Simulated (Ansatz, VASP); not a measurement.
# Cu in VASP and in Ansatz

```
CELL_PARAMETERS angstrom
2.72977 0.00000 0.00000
-1.36489 2.36405 0.00000
0.00000 0.00000 3.54411
ATOMIC_POSITIONS crystal
Cu 0.33333 0.66667 0.25000
Cu 0.66667 0.33333 0.75000
```

Alike in both runs: task single point; functional PBEsol; k mesh 24 × 24 × 14; occupations gaussian, width 0.15 eV; no spin polarisation.

|  | VASP | Ansatz |
| --- | --- | --- |
| version | VASP 6.6.1 | Ansatz 0.2.0 |
| potentials or method | VASP PAW PBE potentials, release 64 (Cu), cutoff 520 eV | scalar-relativistic, plane waves, PAW |
| valence electrons in the cell | 22 | 38 |

|  | VASP | Ansatz | Ansatz less VASP |
| --- | --- | --- | --- |
| gap on the k mesh at the Fermi level (eV) | none | none | - |
| pressure (GPa) | 6.9 | 6.3 | -0.55 |
| traceless stress, the component that is largest in VASP (GPa) | 19.87 | 19.95 | +0.084 |

VASP's potentials were made for PBE, not for PBEsol. A gap of «none» marks a metal or a gap that the smearing closes. VASP's potentials hold 22 valence electrons a cell and Ansatz's 38, so a difference there can come from the potentials and not from the codes.
